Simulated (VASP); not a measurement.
# Cs3KSb: single point with PBE

Cs3KSb:

```
K Cs Sb
1.0
     5.75314    0.00000    0.00000
     0.00000    5.75314    0.00000
     0.00000    0.00000    5.75314
K Cs Sb
1 3 1
Direct
  0.00000 0.00000 0.00000
  0.00000 0.50000 0.50000
  0.50000 0.00000 0.50000
  0.50000 0.50000 0.00000
  0.50000 0.50000 0.50000
```

```yaml
Program: VASP 6.6.1
Task: single point
Functional: PBE
Potentials_or_basis: VASP PAW PBE potentials, release 64 (K_sv, Cs_sv, Sb)
Cutoff: 520 eV
k_mesh: 4 × 4 × 4
Occupations: gaussian, width 0.1 eV
Spin: no spin polarisation
```

```yaml
Pressure: 20.5 GPa
Band_gap_on_the_k_mesh: zero (an odd number of electrons rules out a gap without spin polarisation)
```

Levels at points of the mesh, in eV from the Fermi level:
| k point | band 17 | band 18 | band 19 | band 20 | band 21 | band 22 | band 23 | band 24 |
| --- | --- | --- | --- | --- | --- | --- | --- | --- |
| (0.00, 0.00, 0.00) | -9.78 | -2.03 | -0.13 | -0.13 | 0.12 | 0.12 | 0.12 | 1.38 |
| (0.50, 0.00, 0.00) | -7.27 | -2.17 | -0.49 | -0.47 | 0.51 | 0.51 | 0.61 | 1.14 |
| (0.50, 0.50, 0.00) | -5.97 | -2.65 | -2.65 | -0.08 | 0.24 | 0.77 | 0.77 | 1.08 |
| (0.50, 0.50, 0.50) | -4.78 | -3.13 | -3.13 | -3.13 | -0.92 | 1.40 | 1.40 | 1.40 |

Run time: 87 s on 1 thread of Oxide Virtual Turin-like Processor, on a shared host, peak memory 0.3 GiB.

Caveat: the cell stands under pressure; spin-orbit coupling is left out, which moves the levels of the heavy elements.
